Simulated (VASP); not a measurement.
Here is a VASP 6.6.1 calculation.

File INCAR:

```
ALGO = Normal
EDIFF = 1E-6
ENCUT = 520
GGA = CA
ISIF = 2
ISMEAR = -1
LASPH = True
LCHARG = True
LELF = True
LREAL = False
LVHAR = True
LWAVE = False
NBANDS = 17
NELM = 80
PREC = Accurate
SIGMA = 0.1
```

The input KPOINTS:

```
k-points
0
Gamma
  8 8 8
```

File POSCAR:

```
Ca
1.0
    0.0000000000      4.1742158381      4.1742158381
    4.1742158381      0.0000000000      4.1742158381
    4.1742158381      4.1742158381      0.0000000000
Ca
2
Direct
    0.1250000000      0.1250000000      0.1250000000
    0.8750000000      0.8750000000      0.8750000000
```

Potentials or basis: VASP PAW LDA potentials, release 64 (Ca_sv).

Run with:

```console
$ cat potpaw_LDA.64/Ca_sv/POTCAR > POTCAR
$ mpirun -np 1 vasp_std > vasp.out
```

Task: Predict the band gap on the k mesh.

Result: Zero (bands 10 and 11 overlap by 0.79 eV).

Task: What does it give for the pressure?

Result: -0.2 GPa.
